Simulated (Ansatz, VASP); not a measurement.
Cu: VASP beside Ansatz

Contents of INCAR:

```
SYSTEM = Cu
PREC = Accurate ; ENCUT = 520
EDIFF = 1E-6 ; ISMEAR = 0
SIGMA = 0.15 ; LREAL = .FALSE.
LASPH = .TRUE. ; NELM = 80
ALGO = Fast ; ISIF = 2
LWAVE = .FALSE. ; LCHARG = .FALSE.
GGA = PE ; NBANDS = 12
```

KPOINTS

```
Automatic mesh
0
G
  28 28 28
  0 0 0
```

File POSCAR:

```
Cu
1.0
    0.0045371853      1.8148741278      1.8148741278
    1.8148741278      0.0045371853      1.8148741278
    1.8194113131      1.8194113131      0.0000000000
Cu
1
Direct
    0.0000000000      0.0000000000      0.0000000000
```

Input for Ansatz:

```yaml
crystal:
  lattice:
    - [0.0045371853, 1.8148741278, 1.8148741278]
    - [1.8148741278, 0.0045371853, 1.8148741278]
    - [1.8194113131, 1.8194113131, 0.0]
  atoms:
    - { symbol: Cu, position: [0.0, 0.0, 0.0] }
basis:
  ecutwfc: 420
kpoints:
  mp_grid: { grid: [28, 28, 28] }
hamiltonian:
  xc: pbe
scf:
  occupations: { method: gaussian, width: 0.15 }
output:
  forces: true
  stress: true
  eigenvalues: true
```

Change from the starting cell: strain +0.0050 x Voigt [0, 0, 0, 0, 0, 1], atoms carried along.

Alike in both runs: task single point; functional PBE; k mesh 28 × 28 × 28; occupations gaussian, width 0.15 eV; no spin polarisation.

|  | VASP | Ansatz |
| --- | --- | --- |
| version | VASP 6.6.1 | Ansatz 0.2.0 |
| potentials or method | VASP PAW PBE potentials, release 64 (Cu), cutoff 520 eV | scalar-relativistic, plane waves, PAW |
| valence electrons in the cell | 11 | 19 |

```tsv
	VASP	Ansatz	Ansatz less VASP
gap on the k mesh at the Fermi level (eV)	none	none	-
pressure (GPa)	0.5	0.0	-0.52
traceless stress, the component that is largest in VASP (GPa)	-0.42	-0.42	-0.002
```

A gap of «none» marks a metal or a gap that the smearing closes. The functional is the same, so the differences come from potentials, cutoffs and numerics. VASP's potentials hold 11 valence electrons a cell and Ansatz's 19, so a difference there can come from the potentials and not from the codes.
